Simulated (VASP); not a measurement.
Wanted: the native input for a VASP 6.6.1 run.

| Item | Value |
| --- | --- |
| Task | single point |
| Functional | PBE |
| Potentials or basis | VASP PAW PBE potentials, release 64 (Pb_d, Rh_pv, Mn_pv) |
| Cutoff | 500 eV |
| k mesh | 4 × 4 × 4 |
| Occupations | methfessel-paxton, width 0.0214 eV |
| Spin | no spin polarisation |
| Hubbard terms | Rh d U = 5.0 eV |
| Dipole correction | no |
| Further INCAR settings | ALGO = Normal; EDIFF = 1e-06; NBANDS = 42 |

The structure of Mn3RhPb lies in POSCAR:

```
Mn3RhPb
1.0
    4.4398360000      0.0000000000      0.0000000000
    0.0000000000      4.4398360000      0.0000000000
    0.0000000000      0.0000000000      4.4398360000
Pb Rh Mn
1 1 3
Direct
    0.0000000000      0.0000000000      0.0000000000
    0.5000000000      0.5000000000      0.5000000000
    0.0000000000      0.5000000000      0.5000000000
    0.5000000000      0.0000000000      0.5000000000
    0.5000000000      0.5000000000      0.0000000000
```

These files were run (other wordings do the same):

INCAR

```
ALGO     = Normal         # electronic algorithm
EDIFF    = 1E-6           # SCF threshold, eV
ENCUT    = 500            # plane-wave cutoff, eV
GGA      = PE             # functional
GGA_COMPAT= False        
ISIF     = 2              # what is computed and relaxed
ISMEAR   = 1              # smearing method
LASPH    = True           # aspherical terms in the spheres
LCHARG   = False          # write CHGCAR
LDAU     = True           # DFT+U
LDAUJ    = 0 0 0        
LDAUL    = -1 2 -1        # shell
LDAUPRINT= 1            
LDAUTYPE = 2            
LDAUU    = 0 5 0          # U, eV
LMAXMIX  = 4              # l up to which the mixer works
LREAL    = False          # projectors in reciprocal space
LWAVE    = False          # write WAVECAR
NBANDS   = 42             # bands
NELM     = 200            # most SCF steps
PREC     = Accurate       # precision mode
SIGMA    = 0.0214         # smearing width, eV
```

KPOINTS

```
k-points
0
Gamma
  4 4 4
```

Potentials or basis: VASP PAW PBE potentials, release 64 (Pb_d, Rh_pv, Mn_pv).

The run is started by

```bash
$ cat potpaw_PBE.64/Pb_d/POTCAR potpaw_PBE.64/Rh_pv/POTCAR potpaw_PBE.64/Mn_pv/POTCAR > POTCAR
$ mpirun -np 1 vasp_std > vasp.out
```

Results of the run:

The pressure is 1.5 GPa. The band gap on the k mesh is zero (bands 34 and 35 overlap by 1.08 eV).

Caveat: spin-orbit coupling is left out, which moves the levels of the heavy elements; the run has no spin polarisation, though such a crystal can be magnetic; U without spin polarisation on a metal has little footing; the U is typed as a test and isn't derived for this compound.

Wall time 23 s on 1 thread of Intel(R) Xeon(R) Platinum 8375C CPU @ 2.90GHz (Ice Lake), on a shared host, peak memory 0.19 GiB.
